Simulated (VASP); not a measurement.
A run of VASP 6.6.1:

File INCAR:

```
PREC = Accurate
ENCUT = 600
EDIFF = 1E-6
ISMEAR = -1
SIGMA = 0.05
LREAL = False
LASPH = True
NELM = 80
ALGO = Normal
ISIF = 3
LWAVE = False
LCHARG = False
IBRION = 2
NSW = 60
EDIFFG = -0.01
KPAR = 4
```

The input KPOINTS:

```
Automatic mesh
0
Gamma
  7 7 3
```

The input POSCAR:

```
Ta3AsAu2O13
1.0
    6.8006700000     -1.9216300000     -0.0262100000
    6.8006700000      1.9216300000     -0.0262100000
   -1.7222500000      0.0000000000     10.3728800000
Ta As Au O
3 1 2 13
Direct
    0.2983200000      0.2983200000      0.6304200000
    0.3583800000      0.3583800000      0.0038600000
    0.6415300000      0.6415300000      0.9984100000
    0.7021000000      0.7021000000      0.3624900000
    0.6017600000      0.6017600000      0.6318100000
    0.3998900000      0.3998900000      0.3657700000
    0.3425700000      0.3425700000      0.8055700000
    0.4163800000      0.4163800000      0.5563500000
    0.7815900000      0.7815900000      0.5938900000
    0.6595800000      0.6595800000      0.2007100000
    0.5909500000      0.5909500000      0.4348600000
    0.2189700000      0.2189700000      0.4115600000
    0.6154600000      0.6154600000      0.8221400000
    0.1440000000      0.1440000000      0.6409700000
    0.3830000000      0.3830000000      0.1794700000
    0.8449800000      0.8449800000      0.3582500000
    0.5005000000      0.5005000000      0.0025800000
    0.8126900000      0.8126900000      0.9923200000
    0.1873700000      0.1873700000      0.0085600000
```

Potentials or basis: VASP PAW LDA potentials, release 64 (Ta_pv, As, Au, O).

The run is started by

```bash
$ cat potpaw_LDA.64/Ta_pv/POTCAR potpaw_LDA.64/As/POTCAR potpaw_LDA.64/Au/POTCAR potpaw_LDA.64/O/POTCAR > POTCAR
$ mpirun -np 4 vasp_std > vasp.out
```

Hardware: 4 MPI ranks on AMD EPYC 9R45 96-Core Processor (Zen 5), on a shared host.

Question: How long does it take, and how much memory?

Answer: Run time: 100 min on 4 MPI ranks on AMD EPYC 9R45 96-Core Processor (Zen 5), on a shared host, peak memory 1.2 GiB a rank. Counts: scf iterations 259, k points 44, ion steps 41.
